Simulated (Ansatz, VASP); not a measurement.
# TaN in VASP and in Ansatz

```
Ta N
1.0
     1.46900    2.54438    2.88300
    -1.46900   -2.54438    2.88300
     4.40700   -2.54438    0.00000
Ta N
4 4
Cartesian
  1.4690 -0.8481 4.3245
  4.4070 -0.8481 1.4415
  2.9380 -3.3925 1.4415
  1.4690 -0.8481 1.4415
  0.0000 0.0000 2.8830
  1.4690 -2.5444 2.8830
  2.9380 0.0000 2.8830
  0.0000 0.0000 0.0000
```

Alike in both runs: task single point; functional PBE; k mesh 12 × 12 × 10; occupations fermi-dirac, width 0.02 eV; no spin polarisation.

|  | VASP | Ansatz |
| --- | --- | --- |
| version | VASP 6.6.1 | Ansatz 0.2.0 |
| potentials or method | VASP PAW PBE potentials, release 64 (Ta_pv, N), cutoff 520 eV | scalar-relativistic, plane waves, PAW |
| valence electrons in the cell | 64 | 72 |

Ansatz gave:

- gap on the k mesh at the Fermi level (eV): none
- pressure (GPa): 4.7
- traceless stress, the component that is largest in VASP (GPa): 0.77

Problem. What did VASP give for the same quantities?

Solution. gap on the k mesh at the Fermi level (eV): none; pressure (GPa): 5.4; traceless stress, the component that is largest in VASP (GPa): 0.88.

A gap of «none» marks a metal or a gap that the smearing closes. With one functional, cell and mesh, what is left measures potentials, basis and numerics. VASP's potentials hold 64 valence electrons a cell and Ansatz's 72, so a difference there can come from the potentials and not from the codes.

Neither program's run includes spin-orbit coupling.
